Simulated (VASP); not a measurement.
# Si8HO16 (a cell with a defect) in VASP: further runs

Si8HO16 (a cell with a defect) is run at these levels: PBE; tasks: single point.

Everything below comes from runs of VASP 6.6.1. Logs are shortened: lines on timing, memory, paths and dates and some standing lists are left out, and cuts for length are marked.

**1. The cell of the first run**

The cell holds a defect, 25 atoms: a = 7.108 Å, b = 7.108 Å, c = 7.372 Å, α = 90.00°, β = 90.00°, γ = 90.00°.

**2. Single point, PBE**

INCAR

```
ALGO = Normal
EDIFF = 1E-6
ENCUT = 520
GGA = PE
ISIF = 2
ISMEAR = 0
LASPH = True
LCHARG = True
LELF = True
LREAL = Auto
LVHAR = True
LWAVE = False
NBANDS = 82
NELECT = 130.0
NELM = 60
PREC = Accurate
SIGMA = 0.02
```

KPOINTS

```
Automatic mesh
0
Gamma
  2 2 2
  0.5 0.5 0.5
```

POSCAR

```
Si8HO16
1.0
    5.0262973466     -5.0262973466      0.0000000000
   -5.0262973466     -5.0262973466      0.0000000000
    0.0000000000      0.0000000000     -7.3717411790
Si O H
8 16 1
Direct
   -0.0089414726      0.4899657402      0.4776726305
    0.5143896832      0.5170908764     -0.0065999333
    0.4822390784      0.9399147472      0.5499210975
   -0.0060743521      1.0301401097      0.0060301900
    0.7011153056      0.2282726072      0.2674360035
    0.2523380358      0.2616804994      0.7513254827
    0.2410988480      0.7550366081      0.2315709354
    0.7767817403      0.7667471171      0.7532231348
    0.8719925818      0.3183960060      0.3895748549
    0.4315029236      0.3678465225      0.8455170697
    0.3880339474      0.8068121960      0.3870635079
    0.9556726689      0.8666534627      0.8580190007
    0.8017341041      0.1039172504      0.1042756360
    0.3183020999      0.0720158349      0.6502655049
    0.3489585631      0.6602954961      0.0586389280
    0.8525427774      0.6240286405      0.5953590737
    0.5871859137      0.4013328024      0.1701595281
    0.1549291549      0.4077605957      0.6093439651
    0.1327079267      0.9429827114      0.1605839070
    0.6915350924      0.9549701637      0.6554215460
    0.5564895602      0.1097557430      0.3869808951
    0.0983293399      0.2093733075      0.9094014341
    0.0853345854      0.6067856296      0.3108101525
    0.6958935691      0.6339187239      0.9194218619
    0.4677876850      0.7433396280      0.6813445939
```

Potentials or basis: VASP PAW PBE potentials, release 64 (Si, O, H).

Launch:

```sh
$ cat potpaw_PBE.64/Si/POTCAR potpaw_PBE.64/O/POTCAR potpaw_PBE.64/H/POTCAR > POTCAR
$ mpirun -np 1 vasp_std > vasp.out
```

OUTCAR:

```text
EDIFF = 1E-6
   ENCUT = 520
   GGA = PE
   ISIF = 2
   ISMEAR = 0
   LASPH = True
   LREAL = Auto
   NELECT = 130.0
   NELM = 60
   PREC = Accurate

 ion  position               nearest neighbor table
   1  0.991  0.490  0.478-   9 1.62  16 1.62  18 1.62  23 1.63
   2  0.514  0.517  0.993-  17 1.63  15 1.63  24 1.63  10 1.63   7 3.12   8 3.12
   3  0.482  0.940  0.550-  11 1.67  14 1.67  20 1.68  25 1.70  21 1.78   8 2.85
   4  0.994  0.030  0.006-  12 1.62  19 1.63  13 1.63  22 1.64   8 3.06   6 3.10   7 3.11
   5  0.701  0.228  0.267-  21 1.59  17 1.64   9 1.64  13 1.66
   6  0.252  0.262  0.751-  14 1.61  18 1.63  10 1.64  22 1.64   4 3.10
   7  0.241  0.755  0.232-  11 1.59  19 1.63  15 1.63  23 1.64   4 3.11   2 3.12
   8  0.777  0.767  0.753-  16 1.64  20 1.64  12 1.65  24 1.65   3 2.85   4 3.06   2 3.12
   9  0.872  0.318  0.390-   1 1.62   5 1.64
  10  0.432  0.368  0.846-   2 1.63   6 1.64
  11  0.388  0.807  0.387-   7 1.59   3 1.67
  12  0.956  0.867  0.858-   4 1.62   8 1.65
  13  0.802  0.104  0.104-   4 1.63   5 1.66
  14  0.318  0.072  0.650-   6 1.61   3 1.67
[... 8 lines left out ...]
  23  0.085  0.607  0.311-   1 1.63   7 1.64
  24  0.696  0.634  0.919-   2 1.63   8 1.65
  25  0.468  0.743  0.681-   3 1.70

  LATTYP: Found a simple tetragonal cell.
 ALAT       =     7.1082578761
 C/A-ratio  =     1.0370672122

  Lattice vectors:

 A1 = (   5.0262973466,  -5.0262973466,   0.0000000000)
 A2 = (  -5.0262973466,  -5.0262973466,   0.0000000000)
 A3 = (   0.0000000000,   0.0000000000,  -7.3717411790)

Analysis of symmetry for initial positions (statically):
=====================================================================
 Subroutine PRICEL returns:
 Original cell was already a primitive cell.

 Routine SETGRP: Setting up the symmetry group for a
 simple tetragonal supercell.

 Subroutine GETGRP returns: Found  1 space group operations
 (whereof  1 operations were pure point group operations)
 out of a pool of 16 trial point group operations.

The static configuration has the point symmetry C_1 .

Analysis of symmetry for dynamics (positions and initial velocities):
=====================================================================
 Subroutine PRICEL returns:
 Original cell was already a primitive cell.

 Routine SETGRP: Setting up the symmetry group for a
 simple tetragonal supercell.

 Subroutine GETGRP returns: Found  1 space group operations
 (whereof  1 operations were pure point group operations)
 out of a pool of 16 trial point group operations.

The dynamic configuration has the point symmetry C_1 .

 Subroutine INISYM returns: Found  1 space group operations
 (whereof  1 operations are pure point group operations),
 and found     1 'primitive' translations

----------------------------------------------------------------------------------------

                                     Primitive cell

  volume of cell :     372.4744

  direct lattice vectors                    reciprocal lattice vectors
     5.026297347 -5.026297347  0.000000000     0.099476805 -0.099476805  0.000000000
    -5.026297347 -5.026297347  0.000000000    -0.099476805 -0.099476805  0.000000000
     0.000000000  0.000000000 -7.371741179     0.000000000  0.000000000 -0.135653162

  length of vectors
     7.108257876  7.108257876  7.371741179     0.140681446  0.140681446  0.135653162

  position of ions in fractional coordinates (direct lattice)
     0.991058527  0.489965740  0.477672631
     0.514389683  0.517090876  0.993400067
     0.482239078  0.939914747  0.549921097
     0.993925648  0.030140110  0.006030190
     0.701115306  0.228272607  0.267436004
     0.252338036  0.261680499  0.751325483
[... 17 lines left out ...]
     0.695893569  0.633918724  0.919421862
     0.467787685  0.743339628  0.681344594

  ion indices of the primitive-cell ions
   primitive index   ion index
                 1           1
                 2           2
                 3           3
                 4           4
                 5           5
                 6           6
[... 17 lines left out ...]
                24          24
                25          25

----------------------------------------------------------------------------------------

 KPOINTS: Automatic mesh

Automatic generation of k-mesh.
 Grid dimensions read from file:
 generate k-points for:    2    2    2

 Generating k-lattice:

  Cartesian coordinates                     Fractional coordinates (reciprocal lattice)
     0.049738402 -0.049738402  0.000000000     0.500000000  0.000000000  0.000000000
    -0.049738402 -0.049738402  0.000000000     0.000000000  0.500000000  0.000000000
     0.000000000  0.000000000 -0.067826581     0.000000000  0.000000000  0.500000000

  Length of vectors
     0.070340723  0.070340723  0.067826581

  Shift w.r.t. Gamma in fractional coordinates (k-lattice)
     0.500000000  0.500000000  0.500000000

 Subroutine IBZKPT returns following result:
 ===========================================

 Found      4 irreducible k-points:

 Following reciprocal coordinates:
            Coordinates               Weight
  0.250000  0.250000  0.250000      2.000000
 -0.250000  0.250000  0.250000      2.000000
 -0.250000 -0.250000  0.250000      2.000000
  0.250000 -0.250000  0.250000      2.000000
   k-points           NKPTS =      4   k-points in BZ     NKDIM =      4   number of bands    NBANDS=     82
   number of dos      NEDOS =    301   number of ions     NIONS =     25
   total plane-waves  NPLWV = 163296
   dimension x,y,z NGX =    54 NGY =   54 NGZ =   56
   dimension x,y,z NGXF=   108 NGYF=  108 NGZF=  112
   ions per type =               8  16   1
   NGX,Y,Z   is equivalent  to a cutoff of  12.63, 12.63, 12.63 a.u.
   NGXF,Y,Z  is equivalent  to a cutoff of  25.26, 25.26, 25.26 a.u.
 SYSTEM =  unknown system
   PREC   = accura    normal or accurate (medium, high low for compatibility)
   ISTART =      0    job   : 0-new  1-cont  2-samecut
   ICHARG =      2    charge: 1-file 2-atom 10-const
   ISPIN  =      1    spin polarized calculation?
   LNONCOLLINEAR =      F non collinear calculations
   LSORBIT =      F    spin-orbit coupling
   LASPH  =      T    aspherical Exc in radial PAW
   ENCUT  =  520.0 eV  38.22 Ry    6.18 a.u.  13.22 13.22 13.71*2*pi/ulx,y,z
   NELM   =     60;   NELMIN=  2; NELMDL= -5     # of ELM steps
   EDIFF  = 0.1E-05   stopping-criterion for ELM
   LREAL  =      T    real-space projection
   EDIFFG = 0.1E-04   stopping-criterion for IOM
   NSW    =      0    number of steps for IOM
   IBRION =     -1    ionic relax: 0-MD 1-quasi-New 2-CG
   NFREE  =      0    steps in history (QN), initial steepest desc. (CG)
   ISIF   =      2    stress and relaxation
   ISYM   =      2    0-nonsym 1-usesym 2-fastsym
   POTIM  = 0.5000    time-step for ionic-motion
   TEBEG  =    0.0;   TEEND  =   0.0 temperature during run
   PSTRESS=    0.0 pullay stress
   NELECT =     130.0000    total number of electrons
   NUPDOWN=      -1.0000    fix difference up-down
   EMIN   =  10.00;   EMAX   =-10.00  energy-range for DOS
   EFERMI =   0.00;   METHOD = LEGACY
   ISMEAR =     0;   SIGMA  =   0.02  broadening in eV -4-tet -1-fermi 0-gaus
   EFERMI_NEDOS =   21; number of points for ismear=-14 and -15
   IALGO  =     38    algorithm
   IMIX   =      4    mixing-type and parameters
     AMIX     =   0.40;   BMIX     =  1.00
     AMIX_MAG =   1.60;   BMIX_MAG =  1.00
  volume/ion in A,a.u.               =      14.90       100.54
  Fermi-wavevector in a.u.,A,eV,Ry     =   1.152631  2.178158 18.076147  1.328559
  Thomas-Fermi vector in A             =   2.289281
   LORBIT       =      0    0 simple, 1 ext, 2 COOP (PROOUT), +10 PAW based schemes
   GGA     = PE    functional components
   LHFCALC =     F    Hartree Fock is set to
   AEXX    =    0.0000 exact exchange contribution
   IVDW    =     0    specifies the selected vdW correction
   LEPSILON=     F    determine dielectric tensor
   LRPA    =     F    only Hartree local field effects (RPA)
 non-spin polarized calculation
 Gauss-broadening in eV      SIGMA  =   0.02
  energy-cutoff  :      520.00
  volume of cell :      372.47
 maximum number of plane-waves:     10023
 NGX is ok and might be reduce to    54
   NGX = 27   NGY = 27   NGZ = 27

 number of electron     130.0000004 magnetization

 Free energy of the ion-electron system (eV)
  ---------------------------------------------------
  ext. energy  EPLUGINS =         0.00000000
  ---------------------------------------------------
  free energy    TOTEN  =      -188.16795769 eV

  energy without entropy =     -188.16795769  energy(sigma->0) =     -188.16795769

 E-fermi :   1.4339     XC(G=0):  -8.1739

 val. band max:        1.3415870257   @ k =   0.2500  -0.2500   0.2500
 cond. band min:       6.0147260979   @ k =   0.2500  -0.2500   0.2500
 fundamental gap:      4.6731390722
 Fermi energy:         1.4338719872

 k-point     1 :       0.2500    0.2500    0.2500
  band No.  band energies     occupation
      1     -19.4675      2.00000
      2     -19.1509      2.00000
      3     -19.0894      2.00000
      4     -18.8541      2.00000
      5     -18.4215      2.00000
      6     -18.3577      2.00000
[... 69 lines left out ...]
     76       8.8899      0.00000
     77       9.0697      0.00000

 k-point     2 :      -0.2500    0.2500    0.2500
  band No.  band energies     occupation
      1     -19.4697      2.00000
      2     -19.1494      2.00000
      3     -19.0799      2.00000
      4     -18.8706      2.00000
      5     -18.4211      2.00000
      6     -18.3388      2.00000
[... 69 lines left out ...]
     76       8.9245      0.00000
     77       9.0268      0.00000

 k-point     3 :      -0.2500   -0.2500    0.2500
  band No.  band energies     occupation
      1     -19.4577      2.00000
      2     -19.1645      2.00000
      3     -19.1325      2.00000
      4     -18.7578      2.00000
      5     -18.4388      2.00000
      6     -18.4068      2.00000
[... 69 lines left out ...]
     76       8.9902      0.00000
     77       9.1154      0.00000

 k-point     4 :       0.2500   -0.2500    0.2500
  band No.  band energies     occupation
      1     -19.4624      2.00000
      2     -19.1671      2.00000
      3     -19.0973      2.00000
      4     -18.8226      2.00000
      5     -18.4387      2.00000
      6     -18.3528      2.00000
[... 69 lines left out ...]
     76       8.9503      0.00000
     77       9.0757      0.00000
 [bands above 77 left out]

------------------------ aborting loop because EDIFF is reached ----------------------------------------

  FORCE on cell =-STRESS in cart. coord.  units (eV):
  Direction    XX          YY          ZZ          XY          YZ          ZX
  --------------------------------------------------------------------------------------
  -------------------------------------------------------------------------------------
  Total        5.0231763      5.9267492      4.0268380     -2.2545922      3.1648559     -1.0689018
  in kB       21.6069057     25.4935728     17.3212135     -9.6979994     13.6134467     -4.5978199
  external PRESSURE =      21.4738974 kB  Pullay stress =       0.0000000 kB

 VOLUME and BASIS-vectors are now :
 -----------------------------------------------------------------------------
  energy-cutoff  :      520.00
  volume of cell :      372.47
      direct lattice vectors                 reciprocal lattice vectors
     5.026297347 -5.026297347  0.000000000     0.099476805 -0.099476805  0.000000000
    -5.026297347 -5.026297347  0.000000000    -0.099476805 -0.099476805  0.000000000
     0.000000000  0.000000000 -7.371741179     0.000000000  0.000000000 -0.135653162

 POSITION                                       TOTAL-FORCE (eV/Angst)
 -----------------------------------------------------------------------------------
      2.51864     -7.44407     -3.52128         0.030470      0.028497      0.012907
     -0.01358     -5.18453     -7.32309         0.015186      0.142330     -0.145825
     -2.30041     -7.14817     -4.05388         0.224488      0.232616     -0.212635
      4.84427     -5.14726     -0.04445         0.010043     -0.071474     -0.088890
      2.37665     -4.67138     -1.97147         0.069451      0.115372     -0.095911
     -0.04696     -2.58361     -5.53858         0.027463      0.000419      0.026173
[... 17 lines left out ...]
      0.31150     -6.68403     -6.77774        -0.363833      0.186276      0.302555
     -1.38501     -6.08749     -5.02270        -0.754030     -0.208443      0.542173
 -----------------------------------------------------------------------------------
    total drift:                                0.002697     -0.008611     -0.003316

  FREE ENERGIE OF THE ION-ELECTRON SYSTEM (eV)
  ---------------------------------------------------
  free  energy   TOTEN  =      -188.1679576910 eV

  energy  without entropy=     -188.1679576910  energy(sigma->0) =     -188.16795769
```

Run time: 2.4 min. Hardware: 1 thread of AMD EPYC 9R45 (Zen 5), shared host; peak memory 0.38 GiB.

Results:

| Property | Result |
| --- | --- |
| Free energy | -188.1680 eV |
| Largest force | 0.952 eV/Å |

Forces in eV/Å, atoms in the order of the input:
```
Si   0.030  0.028  0.013
Si   0.015  0.142 -0.146
Si   0.224  0.233 -0.213
Si   0.010 -0.071 -0.089
Si   0.069  0.115 -0.096
Si   0.027  0.000  0.026
Si  -0.008  0.030 -0.006
Si   0.115 -0.287  0.036
O   -0.017  0.048 -0.015
O   -0.065 -0.036  0.053
O    0.099 -0.032  0.111
O    0.246 -0.043 -0.148
O    0.013  0.016 -0.035
O    0.120 -0.007 -0.058
O   -0.013  0.135  0.004
O   -0.001 -0.046  0.003
O    0.087  0.006 -0.030
O    0.038  0.056  0.018
O   -0.014 -0.066 -0.077
O    0.056 -0.383 -0.057
O    0.125  0.176 -0.146
O   -0.001 -0.013 -0.009
O   -0.038  0.021  0.013
O   -0.364  0.186  0.303
H   -0.754 -0.208  0.542
```

Caveat: the cell carries a net charge on a neutralising background, which shifts energy and pressure; the cell is charged against a uniform background, so pressure and absolute levels hang on convention.

**3. Single point, PBE**

INCAR

```
SYSTEM = Si8HO16
PREC = Accurate
ENCUT = 520
EDIFF = 1E-6
ISMEAR = 0
SIGMA = 0.02
LREAL = Auto
LASPH = .True.
NELM = 60
ALGO = Normal
ISIF = 2
LWAVE = .False.
LCHARG = .False.
GGA = PE
NBANDS = 82
NELECT = 130.0
```

KPOINTS is that of step 2.

POSCAR

```
Si8HO16
1.0
    5.0262973466     -5.0262973466      0.0000000000
   -5.0262973466     -5.0262973466      0.0000000000
    0.0000000000      0.0000000000     -7.3717411790
Si O H
8 16 1
Direct
   -0.0069231877      0.5055496770      0.4879695194
    0.4989216370      0.5032468884     -0.0017633555
    0.4808949478      0.9446146283      0.5384000745
    0.0053579202      1.0236168187      0.0059810836
    0.7208481214      0.2306950664      0.2696456579
    0.2504105733      0.2624828793      0.7401317908
    0.2511047224      0.7575397430      0.2343481625
    0.7736128072      0.7630776167      0.7643762665
    0.8949056711      0.3339112043      0.3784243006
    0.4313416717      0.3497233408      0.8479391569
    0.4335444861      0.8136883312      0.3491198263
    0.9540568672      0.8447298692      0.8769822275
    0.8204855813      0.0942659113      0.1162110795
    0.3114177081      0.0904045202      0.6144532058
    0.3118884324      0.6080633097      0.0761954315
    0.8380126979      0.6041065203      0.6180566964
    0.6091412403      0.3972878766      0.1605461954
    0.1619978771      0.4282557023      0.6147436393
    0.1667291929      0.9503913459      0.1450877037
    0.6857899090      0.9409542798      0.6585117250
    0.5795283882      0.1222739042      0.3983413048
    0.0896476012      0.1986123047      0.8881383436
    0.0787898074      0.6602965903      0.3481219616
    0.6400366469      0.6580696031      0.9120541317
    0.4038160419      0.7826422173      0.6535061233
```

Potentials or basis: VASP PAW PBE potentials, release 64 (Si, O, H).

Launch:

```sh
$ cat potpaw_PBE.64/Si/POTCAR potpaw_PBE.64/O/POTCAR potpaw_PBE.64/H/POTCAR > POTCAR
$ mpirun -np 1 vasp_std > vasp.out
```

It took 3.5 min on 1 thread of AMD EPYC 7R43 (Zen 3), shared host; peak memory 0.36 GiB.

Results (log left out):

| Quantity | Value |
| --- | --- |
| Free energy | -188.6358 eV |
| Largest force | 0.069 eV/Å |

Forces in eV/Å, atoms in the order of the input:
```
Si  -0.006  0.000  0.005
Si   0.009 -0.005 -0.003
Si  -0.018  0.001  0.016
Si  -0.006 -0.009 -0.005
Si   0.005 -0.027  0.018
Si  -0.021 -0.015  0.000
Si  -0.018  0.023  0.015
Si   0.041  0.017 -0.027
O   -0.003  0.003  0.008
O    0.000  0.008 -0.001
O    0.024 -0.043 -0.015
O    0.006  0.007 -0.001
O    0.000 -0.005 -0.015
O    0.023  0.003  0.032
O   -0.001  0.023 -0.010
O   -0.001  0.001 -0.014
O    0.020  0.001  0.002
O    0.002  0.000 -0.005
O    0.011 -0.008  0.001
O   -0.029 -0.011  0.016
O    0.008  0.051 -0.046
O    0.007 -0.006  0.010
O   -0.009 -0.016 -0.010
O   -0.018  0.007  0.015
H   -0.024  0.001  0.012
```

Levels at points of the mesh, in eV from the Fermi level:
```tsv
k point	band 61	band 62	band 63	band 64	band 65	band 66	band 67	band 68	band 69	band 70
(0.25, 0.25, 0.25)	-2.13	-2.01	-1.32	-1.28	-0.14	4.78	6.07	6.20	6.43	7.10
```

Caveat: the cell carries a net charge on a neutralising background, which shifts energy and pressure; the cell is charged against a uniform background, so pressure and absolute levels hang on convention.

(Part 1 of 2 ends here.)
